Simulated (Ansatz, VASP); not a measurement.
**One calculation of HgTe, two programs**

POSCAR

```
HgTe
1.0
    0.0000000000      3.4855206148      3.4855206148
    3.4855206148      0.0000000000      3.4855206148
    3.4855206148      3.4855206148      0.0000000000
Hg Te
1 1
Direct
    0.0000000000      0.0000000000      0.0000000000
    0.2500000000      0.2500000000      0.2500000000
```

File INCAR.step1:

```
PREC = Accurate ; ENCUT = 520
ISMEAR = -1 ; SIGMA = 0.02
LREAL = F ; LASPH = T
NELM = 60 ; NBANDS = 16
GGA = PE ; ALGO = Normal
EDIFF = 1E-4 ; LWAVE = T
LCHARG = F
```

INCAR.step2

```
PREC = Accurate ; ENCUT = 520
EDIFF = 1E-6 ; ISMEAR = -1
SIGMA = 0.02 ; LREAL = F
LASPH = T ; NELM = 60
ALGO = Normal ; ISIF = 2
LWAVE = F ; LCHARG = T
METAGGA = R2SCAN ; LMIXTAU = T
LELF = T ; LVHAR = T
NBANDS = 16 ; ISTART = 1
```

File KPOINTS:

```
regular mesh
0
Gamma
  6 6 6
```

Input for Ansatz:

```yaml
crystal:
  lattice:
    - [0.0, 3.4855206148, 3.4855206148]
    - [3.4855206148, 0.0, 3.4855206148]
    - [3.4855206148, 3.4855206148, 0.0]
  atoms:
    - { symbol: Hg, position: [0.0, 0.0, 0.0] }
    - { symbol: Te, position: [0.25, 0.25, 0.25] }
kpoints:
  mp_grid: { grid: [6, 6, 6] }
  band_path:
    path:
      - [0.0, 0.0, 0.0]
      - [-0.5, -0.5, 0.0]
      - [-0.375, -0.375, 0.25]
      - [-0.375, 0.0, 0.375]
      - [0.0, 0.0, 0.5]
      - [-0.5, -0.25, 0.25]
    npoints: 1
hamiltonian:
  xc: r2scan
scf:
  occupations: { method: fermi_dirac, width: 0.02 }
  n_extra_bands: 4
output:
  forces: true
  stress: true
  eigenvalues: true
```

Change from the starting cell: hydrostatic strain +6.0%.

Alike in both runs: task single point; functional r2SCAN; k mesh 6 × 6 × 6; occupations fermi-dirac, width 0.02 eV; no spin polarisation.

|  | VASP | Ansatz |
| --- | --- | --- |
| version | VASP 6.6.1 | Ansatz 0.2.0 |
| potentials or method | VASP PAW PBE potentials, release 64 (Hg, Te) | plane waves, PAW |
| plane-wave cutoff (eV) | 520 | 500 |
| valence electrons in the cell | 18 | 36 |

Ansatz gave:

| Property | Result |
| --- | --- |
| pressure (GPa) | -4.5 |

Problem. Estimate VASP's values.

Solution. Pressure (GPa): -4.4.

VASP's potentials were made for PBE, not for r2SCAN. VASP's potentials hold 18 valence electrons a cell and Ansatz's 36, so a difference there can come from the potentials and not from the codes.

Neither program's run includes spin-orbit coupling.
